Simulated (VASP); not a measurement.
# HoHgF4 (P6/mmm) in VASP: relaxation of cell and atoms with PBE

Aim: the relaxation of cell and atoms of HoHgF4 with PBE.

Everything below comes from runs of VASP 6.6.1. Logs are shortened: lines on timing, memory, paths and dates and some standing lists are left out, and cuts for length are marked.

**1. The cell of the first run**

Symmetry: P6/mmm, No. 191, hexagonal system. Conventional cell: a = 4.129 Å, b = 4.129 Å, c = 9.364 Å, α = 90.00°, β = 90.00°, γ = 120.00°. Ho (site symmetry 6/mmm) has 2 F at 2.00 Å within 2.7 Å. Hg (site symmetry 6/mmm) has 8 F at 2.38 to 2.68 Å within 3.1 Å. F (site symmetry 6mm) has 1 Ho at 2.00 Å and 1 Hg at 2.68 Å within 2.7 Å. F (site symmetry -6m2) has 3 F at 2.38 Å and 3 Hg at 2.38 Å within 3.1 Å.

The cell was generated, and may not be a known phase.

**2. Relaxation of cell and atoms, PBE**

File INCAR:

```
PREC     = Accurate       # precision mode
ENCUT    = 600            # plane-wave cutoff, eV
EDIFF    = 1E-7           # SCF threshold, eV
ISMEAR   = 0              # smearing method
SIGMA    = 0.1            # smearing width, eV
LREAL    = F              # projectors in reciprocal space
LASPH    = T              # aspherical terms in the spheres
NELM     = 200            # most SCF steps
ALGO     = Normal         # electronic algorithm
ISIF     = 3              # what is computed and relaxed
LWAVE    = F              # write WAVECAR
LCHARG   = F              # write CHGCAR
GGA      = PE             # functional
IBRION   = 2              # ionic algorithm
NSW      = 100            # ionic steps
EDIFFG   = -0.01          # ionic threshold
GGA_COMPAT= F            
NELMIN   = 4            
LMAXMIX  = 6              # l up to which the mixer works
```

File KPOINTS:

```
regular mesh
0
Gamma
  12 12 4
```

File POSCAR:

```
HoHgF4
1.0
    4.1290413251      0.0000000000      0.0000000000
   -2.0645206626      3.5758546808      0.0000000000
    0.0000000000      0.0000000000      9.3641714873
Ho Hg F
1 1 4
Direct
    0.0000000000      0.0000000000      0.5000000000
    0.0000000000      0.0000000000      0.0000000000
    0.0000000000      0.0000000000      0.7137368595
    0.0000000000      0.0000000000      0.2862631405
    0.3333333333      0.6666666667      0.0000000000
    0.6666666667      0.3333333333      0.0000000000
```

Potentials or basis: VASP PAW PBE potentials, release 64 (Ho_3, Hg, F), 4f in core.

The run is started by

```bash
$ cat potpaw_PBE.64/Ho_3/POTCAR potpaw_PBE.64/Hg/POTCAR potpaw_PBE.64/F/POTCAR > POTCAR
$ mpirun -np 1 vasp_std > vasp.out
```

OUTCAR:

```text
PREC = Accurate
   ENCUT = 600
   EDIFF = 1E-7
   ISMEAR = 0
   LREAL = F
   LASPH = T
   NELM = 200
   ISIF = 3
   GGA = PE
   IBRION = 2
   NSW = 100
   EDIFFG = -0.01
   NELMIN = 4

 ion  position               nearest neighbor table
   1  0.000  0.000  0.500-   3 2.00   4 2.00
   2  0.000  0.000  0.000-   5 2.38   6 2.38   6 2.38   5 2.38   6 2.38   5 2.38   3 2.68   4 2.68

   3  0.000  0.000  0.714-   1 2.00   2 2.68
   4  0.000  0.000  0.286-   1 2.00   2 2.68
   5  0.333  0.667  0.000-   2 2.38   2 2.38   2 2.38
   6  0.667  0.333  0.000-   2 2.38   2 2.38   2 2.38

  LATTYP: Found a hexagonal cell.
 ALAT       =     4.1290413251
 C/A-ratio  =     2.2678803020

  Lattice vectors:

 A1 = (   4.1290413251,   0.0000000000,   0.0000000000)
 A2 = (  -2.0645206626,   3.5758546808,   0.0000000000)
 A3 = (   0.0000000000,   0.0000000000,   9.3641714873)

Analysis of symmetry for initial positions (statically):
=====================================================================
 Subroutine PRICEL returns:
 Original cell was already a primitive cell.

 Routine SETGRP: Setting up the symmetry group for a
 hexagonal supercell.

 Subroutine GETGRP returns: Found 24 space group operations
 (whereof 24 operations were pure point group operations)
 out of a pool of 24 trial point group operations.

The static configuration has the point symmetry D_6h.

Analysis of symmetry for dynamics (positions and initial velocities):
=====================================================================
 Subroutine PRICEL returns:
 Original cell was already a primitive cell.

 Routine SETGRP: Setting up the symmetry group for a
 hexagonal supercell.

 Subroutine GETGRP returns: Found 24 space group operations
 (whereof 24 operations were pure point group operations)
 out of a pool of 24 trial point group operations.

The dynamic configuration has the point symmetry D_6h.

 Subroutine INISYM returns: Found 24 space group operations
 (whereof 24 operations are pure point group operations),
 and found     1 'primitive' translations

----------------------------------------------------------------------------------------

                                     Primitive cell

  volume of cell :     138.2606

  direct lattice vectors                    reciprocal lattice vectors
     4.129041325  0.000000000  0.000000000     0.242186968  0.139826711  0.000000000
    -2.064520663  3.575854681  0.000000000     0.000000000  0.279653423  0.000000000
     0.000000000  0.000000000  9.364171487     0.000000000  0.000000000  0.106790014

  length of vectors
     4.129041325  4.129041325  9.364171487     0.279653423  0.279653423  0.106790014

  position of ions in fractional coordinates (direct lattice)
     0.000000000  0.000000000  0.500000000
     0.000000000  0.000000000  0.000000000
     0.000000000  0.000000000  0.713736860
     0.000000000  0.000000000  0.286263140
     0.333333333  0.666666667  0.000000000
     0.666666667  0.333333333  0.000000000

  ion indices of the primitive-cell ions
   primitive index   ion index
                 1           1
                 2           2
                 3           3
                 4           4
                 5           5
                 6           6

----------------------------------------------------------------------------------------

 KPOINTS: regular mesh

Automatic generation of k-mesh.
 Grid dimensions read from file:
 generate k-points for:   12   12    4

 Generating k-lattice:

  Cartesian coordinates                     Fractional coordinates (reciprocal lattice)
     0.020182247  0.011652226  0.000000000     0.083333333 -0.000000000  0.000000000
     0.000000000  0.023304452  0.000000000     0.000000000  0.083333333  0.000000000
     0.000000000  0.000000000  0.026697503     0.000000000  0.000000000  0.250000000

  Length of vectors
     0.023304452  0.023304452  0.026697503

  Shift w.r.t. Gamma in fractional coordinates (k-lattice)
     0.000000000  0.000000000  0.000000000

 Subroutine IBZKPT returns following result:
 ===========================================

 Found     57 irreducible k-points:

 Following reciprocal coordinates:
            Coordinates               Weight
  0.000000  0.000000  0.000000      1.000000
  0.083333  0.000000  0.000000      6.000000
  0.166667  0.000000  0.000000      6.000000
  0.250000  0.000000  0.000000      6.000000
  0.333333  0.000000  0.000000      6.000000
  0.416667 -0.000000  0.000000      6.000000
[... 16 lines left out ...]
  0.250000  0.000000  0.250000     12.000000
  0.333333  0.000000  0.250000     12.000000
 [... further k-points ...]
   k-points           NKPTS =     57   k-points in BZ     NKDIM =     57   number of bands    NBANDS=     29
   number of dos      NEDOS =    301   number of ions     NIONS =      6
   total plane-waves  NPLWV = 103680
   dimension x,y,z NGX =    36 NGY =   36 NGZ =   80
   dimension x,y,z NGXF=    72 NGYF=   72 NGZF=  160
   ions per type =               1   1   4
   NGX,Y,Z   is equivalent  to a cutoff of  14.49, 14.49, 14.20 a.u.
   NGXF,Y,Z  is equivalent  to a cutoff of  28.99, 28.99, 28.41 a.u.
 SYSTEM =  unknown system
   PREC   = accura    normal or accurate (medium, high low for compatibility)
   ISTART =      0    job   : 0-new  1-cont  2-samecut
   ICHARG =      2    charge: 1-file 2-atom 10-const
   ISPIN  =      1    spin polarized calculation?
   LNONCOLLINEAR =      F non collinear calculations
   LSORBIT =      F    spin-orbit coupling
   LASPH  =      T    aspherical Exc in radial PAW
   ENCUT  =  600.0 eV  44.10 Ry    6.64 a.u.   8.25  8.25 18.70*2*pi/ulx,y,z
   NELM   =    200;   NELMIN=  4; NELMDL= -5     # of ELM steps
   EDIFF  = 0.1E-06   stopping-criterion for ELM
   LREAL  =      F    real-space projection
   EDIFFG = -.1E-01   stopping-criterion for IOM
   NSW    =    100    number of steps for IOM
   IBRION =      2    ionic relax: 0-MD 1-quasi-New 2-CG
   NFREE  =      1    steps in history (QN), initial steepest desc. (CG)
   ISIF   =      3    stress and relaxation
   ISYM   =      2    0-nonsym 1-usesym 2-fastsym
   POTIM  = 0.5000    time-step for ionic-motion
   TEBEG  =    0.0;   TEEND  =   0.0 temperature during run
   PSTRESS=    0.0 pullay stress
   NELECT =      49.0000    total number of electrons
   NUPDOWN=      -1.0000    fix difference up-down
   EMIN   =  10.00;   EMAX   =-10.00  energy-range for DOS
   EFERMI =   0.00;   METHOD = LEGACY
   ISMEAR =     0;   SIGMA  =   0.10  broadening in eV -4-tet -1-fermi 0-gaus
   EFERMI_NEDOS =   21; number of points for ismear=-14 and -15
   IALGO  =     38    algorithm
   IMIX   =      4    mixing-type and parameters
     AMIX     =   0.40;   BMIX     =  1.00
     AMIX_MAG =   1.60;   BMIX_MAG =  1.00
  volume/ion in A,a.u.               =      23.04       155.50
  Fermi-wavevector in a.u.,A,eV,Ry     =   1.158530  2.189305 18.261635  1.342192
  Thomas-Fermi vector in A             =   2.295132
   LORBIT       =      0    0 simple, 1 ext, 2 COOP (PROOUT), +10 PAW based schemes
   GGA     = PE    functional components
   LHFCALC =     F    Hartree Fock is set to
   AEXX    =    0.0000 exact exchange contribution
   IVDW    =     0    specifies the selected vdW correction
   LEPSILON=     F    determine dielectric tensor
   LRPA    =     F    only Hartree local field effects (RPA)
 conjugate gradient relaxation of ions
 non-spin polarized calculation
 Gauss-broadening in eV      SIGMA  =   0.10
  energy-cutoff  :      600.00
  volume of cell :      138.26
 maximum number of plane-waves:      4644
 NGX is ok and might be reduce to    36
   NGX = 17   NGY = 17   NGZ = 37

--------------------------------------- Ionic step        1  -------------------------------------------

 number of electron      49.0000015 magnetization

 Free energy of the ion-electron system (eV)
  ---------------------------------------------------
  ext. energy  EPLUGINS =         0.00000000
  ---------------------------------------------------
  free energy    TOTEN  =       -22.68463349 eV

  energy without entropy =      -22.66220427  energy(sigma->0) =      -22.67341888

------------------------ aborting loop because EDIFF is reached ----------------------------------------

  FORCE on cell =-STRESS in cart. coord.  units (eV):
  Direction    XX          YY          ZZ          XY          YZ          ZX
  --------------------------------------------------------------------------------------
  -------------------------------------------------------------------------------------
  Total        0.1003116      0.1003116      1.3597597     -0.0000000     -0.0000000      0.0000000
  in kB        1.1624206      1.1624206     15.7570272     -0.0000000     -0.0000000      0.0000000
  external PRESSURE =       6.0272895 kB  Pullay stress =       0.0000000 kB
[... 265 lines left out ...]
  energy  without entropy=      -22.6674762896  energy(sigma->0) =      -22.67875589

--------------------------------------- Ionic step        8  -------------------------------------------

 number of electron      49.0000010 magnetization

 Free energy of the ion-electron system (eV)
  ---------------------------------------------------
  ext. energy  EPLUGINS =         0.00000000
  ---------------------------------------------------
  free energy    TOTEN  =       -22.69018057 eV

  energy without entropy =      -22.66760065  energy(sigma->0) =      -22.67889061

 E-fermi :  -1.4127     XC(G=0):  -7.8245

 val. band max:       -1.4213893147   @ k =   0.5000   0.0000   0.5000
 cond. band min:      -1.3571228015   @ k =   0.4167  -0.0000   0.2500
 fundamental gap:      0.0642665133
 Fermi energy:        -1.4126812880

 k-point     1 :       0.0000    0.0000    0.0000
  band No.  band energies     occupation
      1     -26.7408      2.00000
      2     -25.7746      2.00000
      3     -25.7746      2.00000
      4     -23.7957      2.00000
      5     -22.6365      2.00000
      6     -22.0185      2.00000
[... 757 lines left out ...]
     28       2.0144      0.00000
     29       2.3402      0.00000

 [... further k-points ...]

------------------------ aborting loop because EDIFF is reached ----------------------------------------

  FORCE on cell =-STRESS in cart. coord.  units (eV):
  Direction    XX          YY          ZZ          XY          YZ          ZX
  --------------------------------------------------------------------------------------
  -------------------------------------------------------------------------------------
  Total       -0.0009130     -0.0009130     -0.0288586      0.0000000      0.0000000      0.0000000
  in kB       -0.0105574     -0.0105574     -0.3336978      0.0000000      0.0000000      0.0000000
  external PRESSURE =      -0.1182709 kB  Pullay stress =       0.0000000 kB
[... 21 lines left out ...]
  FREE ENERGIE OF THE ION-ELECTRON SYSTEM (eV)
  ---------------------------------------------------
  free  energy   TOTEN  =       -22.6901805723 eV

  energy  without entropy=      -22.6676006536  energy(sigma->0) =      -22.67889061

 reached required accuracy - stopping structural energy minimisation
```

Run time: 27 min. Hardware: 1 thread of Intel Xeon Platinum 8375C at 2.90GHz (Ice Lake), shared host; peak memory 0.53 GiB.

What came out:

```yaml
Free_energy: -22.6902 eV
Relaxed_volume: 23.09 Å³/atom
Relaxed_cell: a = 4.132 Å, b = 4.132 Å, c = 9.369 Å, α = 90.00°, β = 90.00°, γ = 120.00°
Space_group_after_relaxing_to_0.1_Å: P6/mmm (No. 191)
Energy_gained_by_relaxing: 0.9 meV/atom
Ionic_steps: 8
Pressure_after_relaxing: 0.0 GPa
Band_gap_on_the_k_mesh: zero (an odd number of electrons rules out a gap without spin polarisation)
```

Step by step:
| step | energy change (eV) | largest force (eV/Å) | pressure (GPa) | volume (Å³) |
| --- | --- | --- | --- | --- |
| 1 | 0.0000 | 0.3547 | 0.60 | 138.26 |
| 2 | 0.0073 | 0.4519 | -0.91 | 140.00 |
| 3 | -0.0051 | 0.0207 | -0.02 | 138.93 |
| 4 | -0.0051 | 0.0273 | 0.02 | 138.91 |
| 5 | -0.0052 | 0.0252 | -0.02 | 138.95 |
| 6 | -0.0053 | 0.0216 | -0.07 | 139.02 |
| 7 | -0.0054 | 0.0165 | -0.05 | 138.90 |
| 8 | -0.0055 | 0.0004 | -0.01 | 138.56 |

Final structure:
```
CELL_PARAMETERS angstrom
4.13241 0.00000 0.00000
-2.06621 3.57877 0.00000
0.00000 0.00000 9.36903
ATOMIC_POSITIONS crystal
Ho 0.00000 0.00000 0.50000
Hg 0.00000 0.00000 0.00000
F 0.00000 0.00000 0.71531
F 0.00000 0.00000 0.28469
F 0.33333 0.66667 0.00000
F 0.66667 0.33333 0.00000
```

Levels at points of the mesh, in eV from the Fermi level:
```csv
k point,band 21,band 22,band 23,band 24,band 25,band 26,band 27,band 28,band 29
"(0.00, 0.00, 0.00)",-1.49,-1.49,-1.09,-0.74,-0.74,1.23,2.10,2.10,4.45
"(0.50, 0.00, 0.00)",-1.65,-1.52,-1.38,-0.01,0.09,2.24,3.61,3.93,4.14
"(0.00, 0.00, 0.50)",-1.49,-1.49,-1.09,-0.74,-0.74,1.35,2.10,2.10,4.69
"(0.50, 0.00, 0.50)",-1.65,-1.53,-1.38,-0.01,0.09,2.24,3.61,4.01,4.14
```

Caveat: spin-orbit coupling is left out, which moves the levels of the heavy elements; the 4f electrons are frozen in the core, so they carry no moment and show no levels; an odd number of electrons without spin polarisation forces a metal; a magnetic or distorted state may lie lower; the run has no spin polarisation, though such a crystal can be magnetic.

The gap in the log of VASP goes by the Fermi energy; the results here count the filled bands.